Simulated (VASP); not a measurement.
Crystal: BaCr.

```
Ba Cr
1.0
     0.00000    2.92695    2.92695
     2.92695    0.00000    2.92695
     2.92695    2.92695    0.00000
Ba Cr
1 1
Direct
  0.00000 0.00000 0.00000
  0.50000 0.50000 0.50000
```

| Item | Value |
| --- | --- |
| Program | VASP 6.6.1 |
| Task | relaxation of cell and atoms |
| Functional | PBE |
| Potentials or basis | VASP PAW PBE potentials, release 64 (Ba_sv, Cr_pv) |
| Cutoff | 600 eV |
| k mesh | 6 × 6 × 6 |
| Occupations | gaussian, width 0.1 eV |
| Spin | collinear spin, ferromagnetic start |
| Starting moments | [0.0, 4.15] μB |

At the start: pressure 16.3 GPa; volume 25.08 Å³/atom.

Task: Where does the relaxation end?

Result: Over 4 steps the energy falls by 612.1 meV/atom and the volume is 41.71 Å³/atom (+66.4 %); space group Fm-3m (No. 225, to 0.1 Å) before and after; moment 4.68 μB per cell.

Step by step:
| step | energy change (eV) | largest force (eV/Å) | pressure (GPa) | volume (Å³) |
| --- | --- | --- | --- | --- |
| 1 | 0.0000 | 0.0000 | 16.34 | 50.15 |
| 2 | -1.1111 | 0.0000 | 3.20 | 71.09 |
| 3 | -1.2172 | 0.0000 | 0.65 | 80.47 |
| 4 | -1.2242 | 0.0000 | 0.15 | 83.43 |

Final structure:
```cif
data_structure
_symmetry_space_group_name_H-M 'P 1'
_symmetry_Int_Tables_number 1
_cell_length_a 4.9047
_cell_length_b 4.9047
_cell_length_c 4.9047
_cell_angle_alpha 60.000
_cell_angle_beta 60.000
_cell_angle_gamma 60.000
_cell_volume 83.43
loop_
_atom_site_label
_atom_site_type_symbol
_atom_site_fract_x
_atom_site_fract_y
_atom_site_fract_z
_atom_site_occupancy
Ba1 Ba 0.00000 0.00000 0.00000 1
Cr1 Cr 0.50000 0.50000 0.50000 1
```

Caveat: the volume moved by over 15 % at a fixed basis, so the end points are rough.
